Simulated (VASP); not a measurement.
Write the native input for VASP 6.6.1 that does the following.

```
Task                   : single point
Functional             : PBE
Potentials or basis    : VASP PAW PBE potentials, release 64 (Cd, Se)
Cutoff                 : 500 eV
k mesh                 : 6 × 6 × 6
Occupations            : gaussian, width 0.1 eV
Spin                   : no spin polarisation
Dipole correction      : no
Further INCAR settings : ALGO = Normal; EDIFF = 1e-06; NBANDS = 16
```

The structure of CdSe lies in POSCAR:

```
CdSe
1.0
    0.0000000000      2.8745740215      2.8745740215
    2.8745740215      0.0000000000      2.8745740215
    2.8745740215      2.8745740215      0.0000000000
Cd Se
1 1
Direct
    0.0000000000      0.0000000000      0.0000000000
    0.5000000000      0.5000000000      0.5000000000
```

These files were run (other wordings do the same):

INCAR

```
PREC = Accurate ; ENCUT = 500
EDIFF = 1E-6 ; ISMEAR = 0
SIGMA = 0.1 ; LREAL = F
LASPH = T ; NELM = 120
ALGO = Normal ; ISIF = 2
LWAVE = F ; LCHARG = F
GGA = PE ; NBANDS = 16
GGA_COMPAT = F
```

KPOINTS

```
regular mesh
0
Gamma
  6 6 6
```

Potentials or basis: VASP PAW PBE potentials, release 64 (Cd, Se).

Run with:

```sh
$ cat potpaw_PBE.64/Cd/POTCAR potpaw_PBE.64/Se/POTCAR > POTCAR
$ mpirun -np 1 vasp_std > vasp.out
```

Results of the run:

- Pressure: 0.0 GPa
- Band gap on the k mesh: zero (band 9 reaches 2.22 eV, above the bottom of band 10 at 1.81 eV)

Wall time 12 s on 1 thread of Intel(R) Xeon(R) Platinum 8259CL CPU @ 2.50GHz (Skylake/Cascade Lake), on a shared host, peak memory 0.16 GiB.
